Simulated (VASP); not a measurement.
A run of VASP 6.6.1:

Contents of INCAR:

```
SYSTEM = HfC
  PREC = Accurate
  ENCUT = 520
  EDIFF = 1E-7
  ISMEAR = 0
  SIGMA = 0.1
  LREAL = .False.
  LASPH = .True.
  NELM = 100
  ALGO = Normal
  ISIF = 2
  LWAVE = .False.
  LCHARG = .True.
  GGA = PE
  LELF = .True.
  LVHAR = .True.
  NBANDS = 14
```

File KPOINTS:

```
Automatic mesh
0
Gamma
  6 6 6
  0 0 0
```

File POSCAR:

```
HfC
1.0
   -2.0163256900      2.0163256900      1.9266438600
    2.0163256900     -2.0163256900      1.9266438600
    2.0163256900      2.0163256900     -1.9266438600
Hf C
1 1
Direct
    0.0000000000      0.0000000000      0.0000000000
    0.5000000000      0.5000000000      0.0000000000
```

Potentials or basis: VASP PAW PBE potentials, release 64 (Hf_pv, C).

Launch:

```console
$ cat potpaw_PBE.64/Hf_pv/POTCAR potpaw_PBE.64/C/POTCAR > POTCAR
$ mpirun -np 1 vasp_std > vasp.out
```

Hardware: 1 thread of Intel(R) Xeon(R) Platinum 8488C (Sapphire Rapids), on a shared host.

**Question.** How long does it take, and how much memory?

**Answer.** It took 15 s on 1 thread of Intel(R) Xeon(R) Platinum 8488C (Sapphire Rapids), with other jobs on the host, peak memory 0.16 GiB. Counts: scf iterations 14, k points 30.
